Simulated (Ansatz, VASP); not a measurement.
One calculation of Ta3H, two programs

```
Ta H
1.0
     4.60022    0.00000    0.00000
    -2.30011    3.98391    0.00000
     0.00000    0.00000   22.40177
Ta H
6 2
Direct
  0.66667 0.33333 0.17856
  0.33333 0.66667 0.22047
  0.00000 0.00000 0.26239
  0.66667 0.33333 0.30168
  0.33333 0.66667 0.33854
  0.00000 0.00000 0.37505
  0.25182 0.66667 0.45228
  0.41485 0.66667 0.45228
```

Alike in both runs: task single point; functional LDA; k mesh 6 × 6 × 1; occupations gaussian, width 0.1 eV; no spin polarisation.

|  | VASP | Ansatz |
| --- | --- | --- |
| version | VASP 6.6.1 | Ansatz 0.2.0 |
| potentials or method | VASP PAW LDA potentials, release 64 (Ta_pv, H), cutoff 520 eV | scalar-relativistic, plane waves, PAW |
| valence electrons in the cell | 68 | 80 |

Ansatz gave:

- gap on the k mesh at the Fermi level (eV): none
- rms of the force components (eV/Å): 0.732

Which values does VASP return?

gap on the k mesh at the Fermi level (eV): none; rms of the force components (eV/Å): 0.734.

Ansatz warns that its potentials were made for another functional, while VASP's fit it. LDA's correlation is that of Perdew and Zunger in VASP and of Perdew and Wang (1992) in Ansatz. Atom by atom the forces differ by 0.025 eV/Å (rms over components). A gap of «none» marks a metal or a gap that the smearing closes. VASP's potentials hold 68 valence electrons a cell and Ansatz's 80, so a difference there can come from the potentials and not from the codes. Ansatz's warnings: vacuum below fermi.

Spin-orbit coupling is off throughout.
